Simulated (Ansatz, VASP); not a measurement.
## B2As3: VASP beside Ansatz

```
B As
1.0
     4.90179   -3.09071    0.00000
     4.90179    3.09071    0.00000
     0.00000    0.00000    5.22058
B As
4 6
Cartesian
  8.2070 1.0232 3.0184
  1.5966 1.0232 3.0184
  8.2070 -1.0232 0.4081
  1.5966 -1.0232 0.4081
  4.9018 -1.0731 1.9502
  1.6249 0.9721 5.0710
  8.1787 0.9721 5.0710
  4.9018 1.0731 -0.6601
  8.1787 -0.9721 2.4607
  1.6249 -0.9721 2.4607
```

Alike in both runs: functional PBE; k mesh 3 × 3 × 3; occupations gaussian, width 0.2 eV; no spin polarisation.

Ansatz relaxed the structure, and its values are those at the end. VASP's run is a single point on that final structure, the one shown.

|  | VASP | Ansatz |
| --- | --- | --- |
| version | VASP 6.6.1 | Ansatz 0.2.0 |
| potentials or method | VASP PAW PBE potentials, release 64 (B, As), cutoff 520 eV | scalar-relativistic, plane waves, PAW |
| valence electrons in the cell | 42 | 102 |

|  | VASP | Ansatz | Ansatz less VASP |
| --- | --- | --- | --- |
| gap on the k mesh at the Fermi level (eV) | none | none | - |
| pressure (GPa) | 0.3 | -0.1 | -0.41 |
| rms of the force components (eV/Å) | 0.030 | 0.030 | +0.0005 |

A gap of «none» marks a metal or a gap that the smearing closes. VASP's potentials hold 42 valence electrons a cell and Ansatz's 102, so a difference there can come from the potentials and not from the codes.

The k mesh is coarse, so the values compare programs but aren't converged.
